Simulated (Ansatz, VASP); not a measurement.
LiF: VASP beside Ansatz

Contents of INCAR:

```
SYSTEM = LiF
PREC = Accurate ; ENCUT = 520
EDIFF = 1E-6 ; ISMEAR = 0
SIGMA = 0.05 ; LREAL = .False.
LASPH = .True. ; NELM = 80
ALGO = Normal ; ISIF = 2
LWAVE = .False. ; LCHARG = .False.
GGA = PS ; NBANDS = 12
```

File KPOINTS:

```
regular mesh
0
Gamma
  10 10 10
  0 0 0
```

POSCAR

```
LiF
1.0
    0.0000000000      2.0140000000      2.0140000000
    2.1650500000      0.0000000000      2.0140000000
    2.1650500000      2.0140000000      0.0000000000
Li F
1 1
Direct
    0.0000000000      0.0000000000      0.0000000000
    0.5000000000      0.5000000000      0.5000000000
```

Input for Ansatz:

```yaml
crystal:
  lattice:
    - [0.0, 2.014, 2.014]
    - [2.16505, 0.0, 2.014]
    - [2.16505, 2.014, 0.0]
  atoms:
    - { symbol: Li, position: [0.0, 0.0, 0.0] }
    - { symbol: F, position: [0.5, 0.5, 0.5] }
basis:
  ecutwfc: 420
kpoints:
  mp_grid: { grid: [10, 10, 10] }
hamiltonian:
  xc: pbesol
scf:
  occupations: { method: gaussian, width: 0.05 }
output:
  forces: true
  stress: true
  eigenvalues: true
```

Change from the starting cell: strain +0.0750 x Voigt [1, 0, 0, 0, 0, 0], atoms carried along.

Alike in both runs: task single point; functional PBEsol; k mesh 10 × 10 × 10; occupations gaussian, width 0.05 eV; no spin polarisation.

|  | VASP | Ansatz |
| --- | --- | --- |
| version | VASP 6.6.1 | Ansatz 0.2.0 |
| potentials or method | VASP PAW PBE potentials, release 64 (Li_sv, F), cutoff 520 eV | scalar-relativistic, plane waves, PAW |
| valence electrons in the cell | 10 | 10 |

```csv
,VASP,Ansatz,Ansatz less VASP
gap on the k mesh at the Fermi level (eV),8.22,8.22,+0.002
least direct gap on the mesh (eV),8.22,8.22,+0.002
```

VASP's potentials were made for PBE, not for PBEsol.

Noted on VASP's run: the cutoff is short for stress, so the pressure is rough.
